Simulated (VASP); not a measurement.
Write the native input for VASP 6.6.1 that does the following.

```yaml
Task: single point
Functional: PBE
Potentials_or_basis: VASP PAW PBE potentials, release 64 (Ni)
Cutoff: 520 eV
k_mesh: 8 × 8 × 1
Occupations: fermi-dirac, width 0.1 eV
Spin: no spin polarisation
Hubbard_terms: Ni d U = 3.0 eV
Dipole_correction: no
Further_INCAR_settings: ALGO = Normal; EDIFF = 1e-06; NBANDS = 28; NELMDL = -8
```

The structure of Ni lies in POSCAR:

```
Ni
1.0
    2.4890160000      0.0000000000      0.0000000000
   -1.2445080000      2.1555510000      0.0000000000
    0.0000000000      0.0000000000     19.0968190000
Ni
4
Direct
    0.0000000000      0.0000000000      0.3414020000
    0.3333330000      0.6666670000      0.4479500000
    0.6666670000      0.3333330000      0.5532630000
    0.0000000000      0.0000000000      0.6590170000
```

One way to write it, as run:

INCAR

```
SYSTEM = Ni
PREC     = Accurate       ! precision mode
ENCUT    = 520            ! plane-wave cutoff, eV
EDIFF    = 1E-6           ! SCF threshold, eV
ISMEAR   = -1             ! smearing method
SIGMA    = 0.1            ! smearing width, eV
LREAL    = .False.        ! projectors in reciprocal space
LASPH    = .True.         ! aspherical terms in the spheres
NELM     = 200            ! most SCF steps
ALGO     = Normal         ! electronic algorithm
ISIF     = 2              ! what is computed and relaxed
LWAVE    = .False.        ! write WAVECAR
LCHARG   = .False.        ! write CHGCAR
LMAXMIX  = 4              ! l up to which the mixer works
LDAU     = .True.         ! DFT+U
LDAUTYPE = 2            
LDAUL    = 2              ! shell
LDAUU    = 3              ! U, eV
LDAUJ    = 0            
LDAUPRINT= 1            
GGA      = PE             ! functional
NBANDS   = 28             ! bands
GGA_COMPAT= .False.      
NELMDL   = -8
```

KPOINTS

```
regular mesh
0
Gamma
  8 8 1
  0 0 0
```

Potentials or basis: VASP PAW PBE potentials, release 64 (Ni).

The run is started by

```bash
$ cat potpaw_PBE.64/Ni/POTCAR > POTCAR
$ mpirun -np 1 vasp_std > vasp.out
```

Results of the run:

```json
{"Largest force": "0.346 eV/Å", "Band gap on the k mesh": "zero (bands 20 and 21 overlap by 0.70 eV)"}
```

Caveat: the k points lie up to 0.36 Å⁻¹ apart, too coarse for converged energies and pressures of a metal; the run has no spin polarisation, though such a crystal can be magnetic; U without spin polarisation on a metal has little footing; the U is typed as a test and isn't derived for this compound.

It took 65 s on 1 thread of Intel(R) Xeon(R) Platinum 8375C CPU @ 2.90GHz (Ice Lake), with other jobs on the host, peak memory 0.22 GiB.
